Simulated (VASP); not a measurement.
# TiAl3 (I4/mmm) in VASP: a series of runs

TiAl3 is run at these levels: PBE, r2SCAN; tasks: single point.

Program: VASP 6.6.1. These are calculated values, not measurements. Logs are shortened: lines on timing, memory, paths and dates and some standing lists are left out, and cuts for length are marked.

## Step 1: The cell of the first run

Symmetry: I4/mmm, No. 139, tetragonal system. Conventional cell: a = 3.730 Å, b = 3.730 Å, c = 8.343 Å, α = 90.00°, β = 90.00°, γ = 90.00°. Within 3.5 Å of Ti (site symmetry 4/mmm) lie 12 Al at 2.64 to 2.80 Å. Al (site symmetry 4/mmm) has 4 Ti at 2.64 Å and 8 Al at 2.80 Å within 3.5 Å. Al (site symmetry -4m2) has 8 Al at 2.64 to 2.80 Å and 4 Ti at 2.80 Å within 3.5 Å.

## Step 2: Single point, PBE

Input file INCAR:

```
SYSTEM = TiAl3
PREC     = Accurate       ! precision mode
ENCUT    = 520            ! plane-wave cutoff, eV
EDIFF    = 1E-6           ! SCF threshold, eV
ISMEAR   = 0              ! smearing method
SIGMA    = 0.1            ! smearing width, eV
LREAL    = .False.        ! projectors in reciprocal space
LASPH    = .True.         ! aspherical terms in the spheres
NELM     = 60             ! most SCF steps
ALGO     = Fast           ! electronic algorithm
ISIF     = 2              ! what is computed and relaxed
LWAVE    = .False.        ! write WAVECAR
LCHARG   = .True.         ! write CHGCAR
GGA      = PE             ! functional
LELF     = .True.         ! ELF
LVHAR    = .True.       
NBANDS   = 18             ! bands
```

Input file KPOINTS:

```
regular mesh
0
Gamma
  16 16 16
  0 0 0
```

Input file POSCAR:

```
TiAl3
1.0
   -1.8649132839      1.8649132839      4.1712766640
    1.8649132839     -1.8649132839      4.1712766640
    1.8649132839      1.8649132839     -4.1712766640
Ti Al
1 3
Direct
    0.0000000000      0.0000000000      0.0000000000
    0.5000000000      0.5000000000      0.0000000000
    0.7500000000      0.2500000000      0.5000000000
    0.2500000000      0.7500000000      0.5000000000
```

Potentials or basis: VASP PAW PBE potentials, release 64 (Ti_sv, Al).

The run is started by

```sh
$ cat potpaw_PBE.64/Ti_sv/POTCAR potpaw_PBE.64/Al/POTCAR > POTCAR
$ mpirun -np 1 vasp_std > vasp.out
```

OUTCAR:

```text
SYSTEM = TiAl3
   PREC = Accurate
   ENCUT = 520
   EDIFF = 1E-6
   ISMEAR = 0
   LREAL = .False.
   LASPH = .True.
   NELM = 60
   ISIF = 2
   GGA = PE

 ion  position               nearest neighbor table
   1  0.000  0.000  0.000-   2 2.64   2 2.64   2 2.64   2 2.64   4 2.80   3 2.80   4 2.80   4 2.80
                             3 2.80   3 2.80   4 2.80   3 2.80
   2  0.500  0.500  0.000-   1 2.64   1 2.64   1 2.64   1 2.64   4 2.80   3 2.80   4 2.80   3 2.80
                             4 2.80   4 2.80   3 2.80   3 2.80
   3  0.750  0.250  0.500-   4 2.64   4 2.64   4 2.64   4 2.64   2 2.80   1 2.80   2 2.80   1 2.80
                             2 2.80   2 2.80   1 2.80   1 2.80
   4  0.250  0.750  0.500-   3 2.64   3 2.64   3 2.64   3 2.64   2 2.80   1 2.80   2 2.80   2 2.80
                             1 2.80   1 2.80   2 2.80   1 2.80

  LATTYP: Found a body centered tetragonal cell.
 ALAT       =     3.7298265678
 C/A-ratio  =     2.2367134708

  Lattice vectors:

 A1 = (  -1.8649132839,   1.8649132839,   4.1712766640)
 A2 = (   1.8649132839,  -1.8649132839,   4.1712766640)
 A3 = (   1.8649132839,   1.8649132839,  -4.1712766640)

Analysis of symmetry for initial positions (statically):
=====================================================================
 Subroutine PRICEL returns:
 Original cell was already a primitive cell.

 Routine SETGRP: Setting up the symmetry group for a
 body centered tetragonal supercell.

 Subroutine GETGRP returns: Found 16 space group operations
 (whereof 16 operations were pure point group operations)
 out of a pool of 16 trial point group operations.

The static configuration has the point symmetry D_4h.

Analysis of symmetry for dynamics (positions and initial velocities):
=====================================================================
 Subroutine PRICEL returns:
 Original cell was already a primitive cell.

 Routine SETGRP: Setting up the symmetry group for a
 body centered tetragonal supercell.

 Subroutine GETGRP returns: Found 16 space group operations
 (whereof 16 operations were pure point group operations)
 out of a pool of 16 trial point group operations.

The dynamic configuration has the point symmetry D_4h.

 Subroutine INISYM returns: Found 16 space group operations
 (whereof 16 operations are pure point group operations),
 and found     1 'primitive' translations

----------------------------------------------------------------------------------------

                                     Primitive cell

  volume of cell :      58.0292

  direct lattice vectors                    reciprocal lattice vectors
    -1.864913284  1.864913284  4.171276664     0.000000000  0.268108981  0.119867379
     1.864913284 -1.864913284  4.171276664     0.268108981  0.000000000  0.119867379
     1.864913284  1.864913284 -4.171276664     0.268108981  0.268108981  0.000000000

  length of vectors
     4.935114195  4.935114195  4.935114195     0.293684549  0.293684549  0.379163357

  position of ions in fractional coordinates (direct lattice)
     0.000000000  0.000000000  0.000000000
     0.500000000  0.500000000  0.000000000
     0.750000000  0.250000000  0.500000000
     0.250000000  0.750000000  0.500000000

  ion indices of the primitive-cell ions
   primitive index   ion index
                 1           1
                 2           2
                 3           3
                 4           4

----------------------------------------------------------------------------------------

 KPOINTS: regular mesh

Automatic generation of k-mesh.
 Grid dimensions read from file:
 generate k-points for:   16   16   16

 Generating k-lattice:

  Cartesian coordinates                     Fractional coordinates (reciprocal lattice)
     0.000000000  0.016756811  0.007491711     0.062500000  0.000000000  0.000000000
     0.016756811  0.000000000  0.007491711     0.000000000  0.062500000  0.000000000
     0.016756811  0.016756811  0.000000000     0.000000000  0.000000000  0.062500000

  Length of vectors
     0.018355284  0.018355284  0.023697710

  Shift w.r.t. Gamma in fractional coordinates (k-lattice)
     0.000000000  0.000000000  0.000000000

 Subroutine IBZKPT returns following result:
 ===========================================

 Found    349 irreducible k-points:

 Following reciprocal coordinates:
            Coordinates               Weight
  0.000000  0.000000  0.000000      1.000000
  0.062500 -0.000000  0.000000      8.000000
  0.125000 -0.000000  0.000000      8.000000
  0.187500  0.000000  0.000000      8.000000
  0.250000 -0.000000  0.000000      8.000000
  0.312500 -0.000000  0.000000      8.000000
[... 16 lines left out ...]
 -0.125000  0.062500 -0.000000     16.000000
 -0.062500  0.062500  0.000000      4.000000
 [... further k-points ...]
   k-points           NKPTS =    349   k-points in BZ     NKDIM =    349   number of bands    NBANDS=     18
[... 36 lines left out ...]
     AMIX     =   0.40;   BMIX     =  1.00
     AMIX_MAG =   1.60;   BMIX_MAG =  1.00
  volume/ion in A,a.u.               =      14.51        97.90
  Fermi-wavevector in a.u.,A,eV,Ry     =   1.166628  2.204608 18.517823  1.361022
  Thomas-Fermi vector in A             =   2.303139
   LORBIT       =      0    0 simple, 1 ext, 2 COOP (PROOUT), +10 PAW based schemes
   GGA     = PE    functional components
   LHFCALC =     F    Hartree Fock is set to
   AEXX    =    0.0000 exact exchange contribution
   IVDW    =     0    specifies the selected vdW correction
   LEPSILON=     F    determine dielectric tensor
   LRPA    =     F    only Hartree local field effects (RPA)
 non-spin polarized calculation
 RMM-DIIS sequential band-by-band and
 Gauss-broadening in eV      SIGMA  =   0.10
  energy-cutoff  :      520.00
  volume of cell :       58.03
 maximum number of plane-waves:      1582
 NGX is ok and might be reduce to    40
   NGX = 19   NGY = 19   NGZ = 19

 number of electron      21.0000000 magnetization

 Free energy of the ion-electron system (eV)
  ---------------------------------------------------
  ext. energy  EPLUGINS =         0.00000000
  ---------------------------------------------------
  free energy    TOTEN  =       -20.46763473 eV

  energy without entropy =      -20.45954557  energy(sigma->0) =      -20.46359015

 E-fermi :   9.1495     XC(G=0): -11.0982

 val. band max:        9.1480444162   @ k =  -0.0625   0.1250   0.0625
 cond. band min:       9.1524990855   @ k =  -0.1250   0.3750   0.0625
 fundamental gap:      0.0044546693
 Fermi energy:         9.1494751532

 k-point     1 :       0.0000    0.0000    0.0000
  band No.  band energies     occupation
      1     -47.0803      2.00000
      2     -23.4188      2.00000
      3     -23.4188      2.00000
      4     -23.3383      2.00000
      5      -1.3816      2.00000
      6       6.2230      2.00000
[... 10 lines left out ...]
     17      13.3426      0.00000
     18      13.4057      0.00000

 k-point     2 :       0.0625   -0.0000    0.0000
  band No.  band energies     occupation
      1     -47.0802      2.00000
      2     -23.4203      2.00000
      3     -23.4187      2.00000
      4     -23.3382      2.00000
      5      -1.3298      2.00000
      6       5.9258      2.00000
[... 10 lines left out ...]
     17      13.4091      0.00000
     18      13.6459      0.00000

 k-point     3 :       0.1250   -0.0000    0.0000
  band No.  band energies     occupation
      1     -47.0800      2.00000
      2     -23.4245      2.00000
      3     -23.4184      2.00000
      4     -23.3381      2.00000
      5      -1.1751      2.00000
      6       5.5638      2.00000
[... 10 lines left out ...]
     17      13.4617      0.00000
     18      14.3375      0.00000

 k-point     4 :       0.1875    0.0000    0.0000
  band No.  band energies     occupation
      1     -47.0797      2.00000
      2     -23.4309      2.00000
      3     -23.4180      2.00000
      4     -23.3378      2.00000
      5      -0.9194      2.00000
      6       5.1771      2.00000
[... 375 lines left out ...]
      4     -23.3375      2.00000
      5      -0.9187      2.00000
      6       5.4845      2.00000
[... 10 lines left out ...]
     17      13.7770      0.00000
     18      15.1385      0.00000

 k-point    23 :      -0.1250    0.0625   -0.0000
  band No.  band energies     occupation
      1     -47.0799      2.00000
      2     -23.4244      2.00000
      3     -23.4199      2.00000
      4     -23.3378      2.00000
      5      -1.1575      2.00000
      6       5.9362      2.00000
[... 10 lines left out ...]
     17      13.6078      0.00000
     18      14.3571      0.00000

 k-point    24 :      -0.0625    0.0625    0.0000
  band No.  band energies     occupation
      1     -47.0802      2.00000
      2     -23.4203      2.00000
      3     -23.4200      2.00000
      4     -23.3381      2.00000
      5      -1.2952      2.00000
      6       6.2966      2.00000
[... 10 lines left out ...]
     17      13.4979      0.00000
     18      13.7104      0.00000

 [... further k-points ...]
[... 5 lines left out ...]
  --------------------------------------------------------------------------------------
  -------------------------------------------------------------------------------------
  Total        4.3234987      4.3234987      4.3256942      0.0000000     -0.0000000      0.0000000
  in kB      119.3712219    119.3712219    119.4318396      0.0000000     -0.0000000      0.0000000
  external PRESSURE =     119.3914278 kB  Pullay stress =       0.0000000 kB

 VOLUME and BASIS-vectors are now :
 -----------------------------------------------------------------------------
  energy-cutoff  :      520.00
  volume of cell :       58.03
      direct lattice vectors                 reciprocal lattice vectors
    -1.864913284  1.864913284  4.171276664     0.000000000  0.268108981  0.119867379
     1.864913284 -1.864913284  4.171276664     0.268108981  0.000000000  0.119867379
     1.864913284  1.864913284 -4.171276664     0.268108981  0.268108981  0.000000000

 POSITION                                       TOTAL-FORCE (eV/Angst)
 -----------------------------------------------------------------------------------
      0.00000      0.00000      0.00000        -0.000000     -0.000000     -0.000000
      0.00000      0.00000      4.17128        -0.000000     -0.000000     -0.000000
      0.00000      1.86491      2.08564         0.000000     -0.000000      0.000000
      1.86491      0.00000      2.08564        -0.000000      0.000000     -0.000000
 -----------------------------------------------------------------------------------
    total drift:                               -0.000000     -0.000000      0.000000

  FREE ENERGIE OF THE ION-ELECTRON SYSTEM (eV)
  ---------------------------------------------------
  free  energy   TOTEN  =       -20.4676347339 eV

  energy  without entropy=      -20.4595455688  energy(sigma->0) =      -20.46359015
```

Wall time 41 min (1 thread of Intel Xeon 8259CL, shared host); peak memory 0.51 GiB.

What came out:

- Free energy: -20.4676 eV
- Pressure: 11.9 GPa
- Band gap on the k mesh: zero (an odd number of electrons rules out a gap without spin polarisation)

Caveat: the cell stands under pressure.

## Step 3: Single point, PBE

This run uses another cell than the first one, of 10.76 Å³/atom.

Input file INCAR:

```
ALGO = Fast ; EDIFF = 1E-6
ENCUT = 520 ; GGA = PE
ISIF = 2 ; ISMEAR = 0
LASPH = T ; LCHARG = F
LREAL = F ; LWAVE = F
NBANDS = 18 ; NELM = 80
PREC = Accurate ; SIGMA = 0.1
```

Input file KPOINTS:

```
k-points
0
Gamma
  18 18 18
```

Input file POSCAR:

```
TiAl3
1.0
   -1.6895264523      1.6895264523      3.7705081834
    1.6895264523     -1.6895264523      3.7705081834
    1.6895264523      1.6895264523     -3.7705081834
Ti Al
1 3
Direct
    0.0000000000      0.0000000000      0.0000000000
    0.5000000000      0.5000000000      0.0000000000
    0.7500000000      0.2500000000      0.5000000000
    0.2500000000      0.7500000000      0.5000000000
```

Potentials or basis: VASP PAW PBE potentials, release 64 (Ti_sv, Al).

The run is started by

```sh
$ cat potpaw_PBE.64/Ti_sv/POTCAR potpaw_PBE.64/Al/POTCAR > POTCAR
$ mpirun -np 1 vasp_std > vasp.out
```

It took 34 min on 1 thread of Intel Xeon 8259CL, shared host; peak memory 0.49 GiB.

Results (log left out):

* Free energy: -16.4551 eV
* Pressure: 89.9 GPa
* Band gap on the k mesh: zero (an odd number of electrons rules out a gap without spin polarisation)

Stress tensor (GPa, compression positive):
```
89.89  0.00  0.00
 0.00 89.89  0.00
 0.00  0.00 89.80
```

Levels at points of the mesh, in eV from the Fermi level:
| k point | band 8 | band 9 | band 10 | band 11 | band 12 | band 13 | band 14 | band 15 |
| --- | --- | --- | --- | --- | --- | --- | --- | --- |
| (0.00, 0.00, 0.00) | -2.33 | -1.62 | -1.62 | 1.13 | 2.43 | 2.83 | 2.83 | 5.18 |
| (0.50, 0.00, 0.00) | -2.66 | -1.35 | -0.53 | 0.68 | 2.85 | 2.95 | 3.88 | 4.06 |
| (0.50, 0.50, 0.00) | -4.69 | -2.70 | -2.37 | -1.45 | 2.95 | 3.10 | 3.65 | 4.26 |
| (0.50, 0.50, 0.50) | -0.56 | -0.56 | -0.52 | 0.79 | 0.79 | 1.39 | 3.77 | 7.99 |

Caveat: the cell stands under pressure.

## Step 4: Single point, PBE

This run uses another cell than the first one, of 15.38 Å³/atom.

Input file INCAR:

```
PREC = Accurate
ENCUT = 520
EDIFF = 1E-6
ISMEAR = 0
SIGMA = 0.1
LREAL = False
LASPH = True
NELM = 100
ALGO = Fast
ISIF = 2
LWAVE = False
LCHARG = False
GGA = PE
NBANDS = 18
```

Input file KPOINTS:

```
regular mesh
0
Gamma
  16 16 16
```

Input file POSCAR:

```
TiAl3
1.0
   -1.9010138505      1.9010138505      4.2572259404
    1.9010138505     -1.9010138505      4.2572259404
    1.9010138505      1.9010138505     -4.2572259404
Ti Al
1 3
Direct
    0.0000000000      0.0000000000      0.0000000000
    0.5000000000      0.5000000000      0.0000000000
    0.7500000000      0.2500000000      0.5000000000
    0.2500000000      0.7500000000      0.5000000000
```

The run is started by

```sh
$ cat potpaw_PBE.64/Ti_sv/POTCAR potpaw_PBE.64/Al/POTCAR > POTCAR
$ mpirun -np 1 vasp_std > vasp.out
```

Wall time 35 min (1 thread of Intel Xeon 8259CL, shared host); peak memory 0.52 GiB.

The run converged. Its results:

| Quantity | Value |
| --- | --- |
| Free energy | -20.6388 eV |
| Pressure | 3.9 GPa |
| Band gap on the k mesh | zero (an odd number of electrons rules out a gap without spin polarisation) |

Levels at points of the mesh, in eV from the Fermi level:
```tsv
k point	band 9	band 10	band 11	band 12	band 13	band 14
(0.00, 0.00, 0.00)	-1.26	-1.26	0.85	1.77	1.77	2.23
(0.50, 0.00, 0.00)	-1.08	-0.27	0.51	1.86	2.11	2.78
(0.50, 0.50, 0.00)	-2.74	-2.22	-1.01	1.82	2.00	2.73
(0.50, 0.50, 0.50)	-0.93	-0.25	0.71	0.71	0.97	3.11
```

Caveat: the cell stands under pressure.

## Step 5: Single point, r2SCAN

This run uses another cell than the first one, of 16.89 Å³/atom.

Input file POSCAR:

```
TiAl3
1.0
   -1.9591330949      1.9591330949      4.4015722268
    1.9591330949     -1.9591330949      4.4015722268
    1.9591330949      1.9591330949     -4.4015722268
Ti Al
1 3
Direct
    0.0000000000      0.0000000000      0.0000000000
    0.5000000000      0.5000000000      0.0000000000
    0.7500000000      0.2500000000      0.5000000000
    0.2500000000      0.7500000000      0.5000000000
```

Input file INCAR.step1:

```
SYSTEM = TiAl3
PREC = Accurate ; ENCUT = 520
ISMEAR = 0 ; SIGMA = 0.1
LREAL = .False. ; LASPH = .True.
NELM = 80 ; NBANDS = 18
GGA = PE ; ALGO = Normal
EDIFF = 1E-4 ; LWAVE = .True.
LCHARG = .False.
```

Input file INCAR.step2:

```
SYSTEM = TiAl3
PREC = Accurate ; ENCUT = 520
EDIFF = 1E-7 ; ISMEAR = 0
SIGMA = 0.1 ; LREAL = .False.
LASPH = .True. ; NELM = 80
ALGO = Normal ; ISIF = 2
LWAVE = .False. ; LCHARG = .False.
METAGGA = R2SCAN ; LMIXTAU = .True.
NBANDS = 18 ; ISTART = 1
```

Input file KPOINTS:

```
regular mesh
0
Gamma
  16 16 16
  0 0 0
```

The run is started by

```sh
$ cat potpaw_PBE.64/Ti_sv/POTCAR potpaw_PBE.64/Al/POTCAR > POTCAR
$ cp INCAR.step1 INCAR
$ mpirun -np 1 vasp_std > vasp.out
$ cp INCAR.step2 INCAR
$ mpirun -np 1 vasp_std > vasp.out
```

Run time: 20 min. Hardware: 1 thread of Intel Xeon 6975P-C (Granite Rapids), shared host; peak memory 0.56 GiB.

It converged, with:

```yaml
Free_energy: -34.7827 eV
Pressure: -7.6 GPa
Band_gap_on_the_k_mesh: zero (an odd number of electrons rules out a gap without spin polarisation)
```

Stress tensor (GPa, compression positive):
```
-7.61  0.00  0.00
 0.00 -7.61  0.00
 0.00  0.00 -7.72
```

Levels at points of the mesh, in eV from the Fermi level:
| k point | band 9 | band 10 | band 11 | band 12 | band 13 | band 14 |
| --- | --- | --- | --- | --- | --- | --- |
| (0.00, 0.00, 0.00) | -1.23 | -1.23 | 0.79 | 1.61 | 1.61 | 2.18 |
| (0.50, 0.00, 0.00) | -1.09 | -0.23 | 0.53 | 1.87 | 2.04 | 2.67 |
| (0.50, 0.50, 0.00) | -2.94 | -2.31 | -0.98 | 1.75 | 2.03 | 2.62 |
| (0.50, 0.50, 0.50) | -1.06 | -0.24 | 0.75 | 0.75 | 0.90 | 3.07 |

Caveat: the cell stands under tension; the PAW data sets were made with another functional, which shifts forces and pressure a little.

## Step 6: Single point, PBE

This run uses another cell than the first one, of 15.94 Å³/atom.

Input file INCAR:

```
SYSTEM = TiAl3
PREC = Accurate
ENCUT = 520
EDIFF = 1E-7
ISMEAR = 0
SIGMA = 0.15
LREAL = .FALSE.
LASPH = .TRUE.
NELM = 80
ALGO = Fast
ISIF = 2
LWAVE = .FALSE.
LCHARG = .FALSE.
GGA = PE
NBANDS = 18
```

Input file KPOINTS:

```
Automatic mesh
0
G
  18 18 18
  0 0 0
```

Input file POSCAR:

```
TiAl3
1.0
   -1.9226734293      1.9226734293      4.3114047961
    1.9226734293     -1.9226734293      4.3114047961
    1.9226734293      1.9226734293     -4.3114047961
Ti Al
1 3
Direct
    0.0000000000      0.0000000000      0.0000000000
    0.5000000000      0.5000000000      0.0000000000
    0.7500000000      0.2500000000      0.5000000000
    0.2500000000      0.7500000000      0.5000000000
```

Potentials or basis: VASP PAW PBE potentials, release 64 (Ti_sv, Al).

The run is started by

```sh
$ cat potpaw_PBE.64/Ti_sv/POTCAR potpaw_PBE.64/Al/POTCAR > POTCAR
$ mpirun -np 1 vasp_std > vasp.out
```

It took 45 min on 1 thread of Intel Xeon 8259CL, shared host; peak memory 0.66 GiB.

The run converged. Its results:

```
Free energy            : -20.6709 eV
Pressure               : 0.0 GPa
Band gap on the k mesh : zero (an odd number of electrons rules out a gap without spin polarisation)
```

Stress tensor (GPa, compression positive):
```
 0.01  0.00  0.00
 0.00  0.01  0.00
 0.00  0.00 -0.09
```

Levels at points of the mesh, in eV from the Fermi level:
```
           k point  band 9  band 10  band 11  band 12  band 13  band 14
(0.00, 0.00, 0.00)   -1.21    -1.21     0.82     1.71     1.71     2.23
(0.50, 0.00, 0.00)   -1.05    -0.26     0.50     1.78     2.06     2.67
(0.50, 0.50, 0.00)   -2.70    -2.20    -0.98     1.73     1.91     2.66
(0.50, 0.50, 0.50)   -0.93    -0.23     0.70     0.70     0.93     3.04
```

## Step 7: The runs side by side

| level | cell | k mesh | smearing | gap on the mesh (eV) | pressure (GPa) |
| --- | --- | --- | --- | --- | --- |
| PBE | a = 4.935 Å, angles 135.6, 135.6, 64.6°, 4 atoms | 16 × 16 × 16 | gaussian 0.1 eV | none | 11.9 |
| PBE | a = 4.464 Å, angles 135.5, 135.5, 64.7°, 4 atoms | 18 × 18 × 18 | gaussian 0.1 eV | none | 89.9 |
| PBE | a = 5.035 Å, angles 135.6, 135.6, 64.5°, 4 atoms | 16 × 16 × 16 | gaussian 0.1 eV | none | 3.9 |
| r2SCAN | a = 5.201 Å, angles 135.7, 135.7, 64.4°, 4 atoms | 16 × 16 × 16 | gaussian 0.1 eV | none | -7.6 |
| PBE | a = 5.097 Å, angles 135.7, 135.7, 64.5°, 4 atoms | 18 × 18 × 18 | gaussian 0.15 eV | none | 0.0 |

Alike in all rows: task single point; potentials or basis VASP PAW PBE potentials, release 64 (Ti_sv, Al); no spin polarisation; cutoff (eV) 520.

Caveats: the cell stands under pressure (at least some runs); the cell stands under tension (at least some runs); the PAW data sets were made with another functional, which shifts forces and pressure a little (at least some runs).

Total energies depend on the potentials used, so only differences within one code and one set of settings carry meaning.
